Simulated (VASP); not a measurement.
# BaTiO3 (Amm2) in VASP: single point with PBE

Aim: the single point of BaTiO3 with PBE.

Everything below comes from runs of VASP 6.6.1. Logs are shortened: lines on timing, memory, paths and dates and some standing lists are left out, and cuts for length are marked.

### Step 1. The cell of the first run

Symmetry: Amm2, No. 38, orthorhombic system. Conventional cell: a = 4.019 Å, b = 5.684 Å, c = 5.684 Å, α = 90.00°, β = 90.00°, γ = 90.00°. Within 3.5 Å of Ba (site symmetry mm2) lie 12 O at 2.65 to 3.03 Å and 8 Ti at 3.48 Å. Ti (site symmetry mm2) has 6 O at 1.88 to 2.15 Å within 2.5 Å. O (site symmetry mm2) has 2 Ti at 2.02 Å and 1 Ba at 2.65 Å within 2.7 Å. Within 2.5 Å of O (site symmetry m) lie 2 Ti at 1.88 to 2.15 Å.

### Step 2. Single point, PBE (all O atoms moved +0.188 Å, as atom 3 along Cartesian [1 -1 0])

INCAR

```
PREC = Accurate ; ENCUT = 520
EDIFF = 1E-6 ; ISMEAR = 0
SIGMA = 0.05 ; LREAL = False
LASPH = True ; NELM = 100
ALGO = Normal ; ISIF = 2
LWAVE = False ; LCHARG = False
GGA = PE ; NBANDS = 28
```

KPOINTS

```
Automatic mesh
0
Gamma
  8 8 8
```

POSCAR

```
BaTiO3
1.0
    4.0192318613      0.0000000000      0.0000000000
    0.0000000000      4.0192318613      0.0000000000
    0.0000000000      0.0000000000      4.0192813205
Ba Ti O
1 1 3
Direct
    0.0000000000      0.0000000000      0.0000000000
    0.5000000000      0.5000000000      0.5000000000
    0.5329870299      0.4670129701      0.0000000000
    0.5329870299     -0.0329870299      0.5000000000
    0.0329870299      0.4670129701      0.5000000000
```

Potentials or basis: VASP PAW PBE potentials, release 64 (Ba_sv, Ti_sv, O).

Launch:

```console
$ cat potpaw_PBE.64/Ba_sv/POTCAR potpaw_PBE.64/Ti_sv/POTCAR potpaw_PBE.64/O/POTCAR > POTCAR
$ mpirun -np 1 vasp_std > vasp.out
```

OUTCAR:

```text
PREC = Accurate
   ENCUT = 520
   EDIFF = 1E-6
   ISMEAR = 0
   LREAL = False
   LASPH = True
   NELM = 100
   ISIF = 2
   GGA = PE

 ion  position               nearest neighbor table
   1  0.000  0.000  0.000-   3 2.65   4 2.75   5 2.75   4 2.75   5 2.75   3 2.85   3 2.85   4 2.94
                             4 2.94   5 2.94   5 2.94   3 3.03   2 3.48   2 3.48   2 3.48   2 3.48
   2  0.500  0.500  0.500-   4 1.88   5 1.88   3 2.02   3 2.02   5 2.15   4 2.15   1 3.48   1 3.48
                             1 3.48   1 3.48   1 3.48   1 3.48   1 3.48   1 3.48
   3  0.533  0.467  0.000-   2 2.02   2 2.02   1 2.65   1 2.85   1 2.85   1 3.03
   4  0.533  0.967  0.500-   2 1.88   2 2.15   1 2.75   1 2.75   1 2.94   1 2.94
   5  0.033  0.467  0.500-   2 1.88   2 2.15   1 2.75   1 2.75   1 2.94   1 2.94

  LATTYP: Found a simple tetragonal cell.
 ALAT       =     4.0192318613
 C/A-ratio  =     1.0000123056

  Lattice vectors:

 A1 = (   4.0192318613,   0.0000000000,   0.0000000000)
 A2 = (   0.0000000000,   4.0192318613,   0.0000000000)
 A3 = (   0.0000000000,   0.0000000000,   4.0192813205)

Analysis of symmetry for initial positions (statically):
=====================================================================
 Subroutine PRICEL returns:
 Original cell was already a primitive cell.

 Routine SETGRP: Setting up the symmetry group for a
 simple tetragonal supercell.

 Subroutine GETGRP returns: Found  4 space group operations
 (whereof  4 operations were pure point group operations)
 out of a pool of 16 trial point group operations.

The static configuration has the point symmetry C_2v.

Analysis of symmetry for dynamics (positions and initial velocities):
=====================================================================
 Subroutine PRICEL returns:
 Original cell was already a primitive cell.

 Routine SETGRP: Setting up the symmetry group for a
 simple tetragonal supercell.

 Subroutine GETGRP returns: Found  4 space group operations
 (whereof  4 operations were pure point group operations)
 out of a pool of 16 trial point group operations.

The dynamic configuration has the point symmetry C_2v.

 Subroutine INISYM returns: Found  4 space group operations
 (whereof  4 operations are pure point group operations),
 and found     1 'primitive' translations

----------------------------------------------------------------------------------------

                                     Primitive cell

  volume of cell :      64.9284
[... 97 lines left out ...]
   EDIFFG = 0.1E-04   stopping-criterion for IOM
   NSW    =      0    number of steps for IOM
   IBRION =     -1    ionic relax: 0-MD 1-quasi-New 2-CG
   NFREE  =      0    steps in history (QN), initial steepest desc. (CG)
   ISIF   =      2    stress and relaxation
   ISYM   =      2    0-nonsym 1-usesym 2-fastsym
   POTIM  = 0.5000    time-step for ionic-motion
   TEBEG  =    0.0;   TEEND  =   0.0 temperature during run
   PSTRESS=    0.0 pullay stress
   NELECT =      40.0000    total number of electrons
   NUPDOWN=      -1.0000    fix difference up-down
   EMIN   =  10.00;   EMAX   =-10.00  energy-range for DOS
   EFERMI =   0.00;   METHOD = LEGACY
   ISMEAR =     0;   SIGMA  =   0.05  broadening in eV -4-tet -1-fermi 0-gaus
   EFERMI_NEDOS =   21; number of points for ismear=-14 and -15
   IALGO  =     38    algorithm
   IMIX   =      4    mixing-type and parameters
     AMIX     =   0.40;   BMIX     =  1.00
     AMIX_MAG =   1.60;   BMIX_MAG =  1.00
  volume/ion in A,a.u.               =      12.99        87.63
  Fermi-wavevector in a.u.,A,eV,Ry     =   1.392996  2.632381 26.401274  1.940439
  Thomas-Fermi vector in A             =   2.516685
   LORBIT       =      0    0 simple, 1 ext, 2 COOP (PROOUT), +10 PAW based schemes
   GGA     = PE    functional components
   LHFCALC =     F    Hartree Fock is set to
   AEXX    =    0.0000 exact exchange contribution
   IVDW    =     0    specifies the selected vdW correction
   LEPSILON=     F    determine dielectric tensor
   LRPA    =     F    only Hartree local field effects (RPA)
 non-spin polarized calculation
 Gauss-broadening in eV      SIGMA  =   0.05
  energy-cutoff  :      520.00
  volume of cell :       64.93
 maximum number of plane-waves:      1775
 NGX is ok and might be reduce to    30
   NGX = 15   NGY = 15   NGZ = 15

 number of electron      39.9999976 magnetization

 Free energy of the ion-electron system (eV)
  ---------------------------------------------------
  ext. energy  EPLUGINS =         0.00000000
  ---------------------------------------------------
  free energy    TOTEN  =       -39.97260256 eV

  energy without entropy =      -39.97260256  energy(sigma->0) =      -39.97260256

 E-fermi :   3.9134     XC(G=0): -11.1784

 val. band max:        3.7069826603   @ k =   0.5000   0.5000   0.5000
 cond. band min:       5.8051684045   @ k =   0.0000   0.0000   0.0000
 fundamental gap:      2.0981857442
 Fermi energy:         3.9134118730

 k-point     1 :       0.0000    0.0000    0.0000
  band No.  band energies     occupation
      1     -52.7704      2.00000
      2     -29.0168      2.00000
      3     -29.0149      2.00000
      4     -28.9771      2.00000
      5     -21.1009      2.00000
      6     -13.1444      2.00000
[... 733 lines left out ...]
     27      10.1906      0.00000
     28      12.1296      0.00000

 [... further k-points ...]

------------------------ aborting loop because EDIFF is reached ----------------------------------------

  FORCE on cell =-STRESS in cart. coord.  units (eV):
  Direction    XX          YY          ZZ          XY          YZ          ZX
  --------------------------------------------------------------------------------------
  -------------------------------------------------------------------------------------
  Total        1.9807862      1.9807862      1.0007071     -0.4302993      0.0000000      0.0000000
  in kB       48.8780260     48.8780260     24.6935210    -10.6180965      0.0000000      0.0000000
  external PRESSURE =      40.8165243 kB  Pullay stress =       0.0000000 kB

 VOLUME and BASIS-vectors are now :
 -----------------------------------------------------------------------------
  energy-cutoff  :      520.00
  volume of cell :       64.93
      direct lattice vectors                 reciprocal lattice vectors
     4.019231861  0.000000000  0.000000000     0.248803760  0.000000000  0.000000000
     0.000000000  4.019231861  0.000000000     0.000000000  0.248803760  0.000000000
     0.000000000  0.000000000  4.019281321     0.000000000  0.000000000  0.248800698

 POSITION                                       TOTAL-FORCE (eV/Angst)
 -----------------------------------------------------------------------------------
      0.00000      0.00000      0.00000         0.426295     -0.426295      0.000000
      2.00962      2.00962      2.00964        -0.117831      0.117831      0.000000
      2.14220      1.87703      0.00000        -0.284238      0.284238      0.000000
      2.14220      3.88665      2.00964        -0.264167     -0.239941      0.000000
      0.13258      1.87703      2.00964         0.239941      0.264167      0.000000
 -----------------------------------------------------------------------------------
    total drift:                               -0.000035      0.000035      0.000000

  FREE ENERGIE OF THE ION-ELECTRON SYSTEM (eV)
  ---------------------------------------------------
  free  energy   TOTEN  =       -39.9726025605 eV

  energy  without entropy=      -39.9726025605  energy(sigma->0) =      -39.97260256
```

OSZICAR:

```text
N       E                     dE             d eps       ncg     rms          rms(c)
DAV:   1     0.435397998832E+03    0.43540E+03   -0.20900E+04  5888   0.155E+03
DAV:   2    -0.404493865259E+01   -0.43944E+03   -0.41810E+03  6732   0.428E+02
DAV:   3    -0.486068768538E+02   -0.44562E+02   -0.44172E+02  8200   0.135E+02
DAV:   4    -0.507443414913E+02   -0.21375E+01   -0.21329E+01  8920   0.252E+01
DAV:   5    -0.508073849501E+02   -0.63043E-01   -0.63032E-01  7964   0.334E+00    0.233E+01
DAV:   6    -0.401642579353E+02    0.10643E+02   -0.56858E+01  8672   0.675E+01    0.101E+01
DAV:   7    -0.401582945500E+02    0.59634E-02   -0.11270E+01  7948   0.246E+01    0.701E+00
DAV:   8    -0.399719424217E+02    0.18635E+00   -0.59689E-01  7088   0.701E+00    0.376E+00
DAV:   9    -0.400032482512E+02   -0.31306E-01   -0.41543E-01  8644   0.566E+00    0.166E+00
DAV:  10    -0.399767820950E+02    0.26466E-01   -0.16554E-01  7024   0.409E+00    0.577E-01
DAV:  11    -0.399726820997E+02    0.41000E-02   -0.16494E-02  7516   0.795E-01    0.149E-01
DAV:  12    -0.399726281053E+02    0.53994E-04   -0.95269E-04  6992   0.220E-01    0.467E-02
DAV:  13    -0.399725985653E+02    0.29540E-04   -0.19173E-04  7040   0.144E-01    0.181E-02
DAV:  14    -0.399726051504E+02   -0.65851E-05   -0.51513E-05  7972   0.478E-02    0.157E-02
DAV:  15    -0.399726037842E+02    0.13662E-05   -0.29015E-05  8044   0.513E-02    0.111E-02
DAV:  16    -0.399726025819E+02    0.12023E-05   -0.47955E-06  5268   0.228E-02    0.116E-03
DAV:  17    -0.399726025605E+02    0.21435E-07   -0.34051E-07  3904   0.529E-03
   1 F= -.39972603E+02 E0= -.39972603E+02  d E =-.220279E-11
```

stdout:

```text
POSCAR found type information on POSCAR BaTiO
 POSCAR found :  3 types and       5 ions
 scaLAPACK will be used
 LDA part: xc-table for (Slater+PW92), standard interpolation
 POSCAR, INCAR and KPOINTS ok, starting setup
 FFT: planning ... GRIDC
 FFT: planning ... GRID_SOFT
 FFT: planning ... GRID
 WAVECAR not read
 entering main loop
```

Wall time 3.2 min (1 thread of Intel Xeon Platinum 8259CL at 2.50GHz (Skylake/Cascade Lake), shared host); peak memory 0.31 GiB.

What came out:

| Item | Value |
| --- | --- |
| Free energy | -39.9726 eV |
| Pressure | 4.1 GPa |
| Largest force | 0.603 eV/Å |
| Band gap on the k mesh | 2.10 eV (least direct gap 2.47 eV) |

Forces in eV/Å, atoms in the order of the input:
```
Ba   0.426 -0.426  0.000
Ti  -0.118  0.118  0.000
O   -0.284  0.284  0.000
O   -0.264 -0.240  0.000
O    0.240  0.264  0.000
```

Caveat: the cell differs from its parent crystal (all O atoms moved +0.188 Å, as atom 3 along Cartesian [1 -1 0]); the cell stands under pressure; spin-orbit coupling is left out, which moves the levels of the heavy elements. A k mesh can miss the band edges.
